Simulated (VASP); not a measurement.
**Fe: single point with LDA**

The system is Fe.

```
Fe
1.0
     3.65429    0.00000    0.00000
     0.00000    3.65429    0.00000
     0.00000    0.00000    3.65429
Fe
4
Direct
  0.00000 0.00000 0.00000
  0.00000 0.50000 0.50000
  0.50000 0.00000 0.50000
  0.50000 0.50000 0.00000
```

| Item | Value |
| --- | --- |
| Program | VASP 6.6.1 |
| Task | single point |
| Functional | LDA |
| Potentials or basis | VASP PAW LDA potentials, release 64 (Fe) |
| Cutoff | 520 eV |
| k mesh | 3 × 3 × 3 |
| Occupations | fermi-dirac, width 0.1 eV |
| Spin | non-collinear spin, typed start |
| Starting moments | [[0.54, 0.109, 0.58], [-0.547, -0.469, 0.832], [-1.856, 0.01, 0.405], [-0.091, 0.956, -0.279]] μB |
| Dipole correction | no |
| Further INCAR settings | ALGO = Normal; EDIFF = 1e-06; NBANDS = 46 |

```yaml
Pressure: -32.4 GPa
Band_gap_on_the_k_mesh: zero (band 32 reaches 5.79 eV, above the bottom of band 33 at 5.07 eV)
Net_moment: 4.85 μB per cell
Valence_electrons_inside_the_program's_atomic_spheres: Fe 7.13, 7.14
```

Stress tensor (GPa, compression positive):
```
-31.08   0.00   0.00
  0.00 -35.28   0.00
  0.00   0.00 -30.69
```

Levels at points of the mesh, in eV from the Fermi level:
```tsv
k point	band 30	band 31	band 32	band 33	band 34	band 35
(0.00, 0.00, 0.00)	0.37	0.55	0.69	0.84	1.38	1.43
```

Moments on the atoms (μB; x, y, z):
```
Fe   1.06  0.51  1.55
Fe  -0.90 -0.40  1.55
Fe  -1.63  0.40  0.72
Fe  -0.33  1.93 -0.10
```

Wall time 2.3 min on 1 thread of AMD EPYC 9R45 96-Core Processor (Zen 5) (shared host), peak memory 0.21 GiB.

Caveat: the k points lie up to 0.57 Å⁻¹ apart.
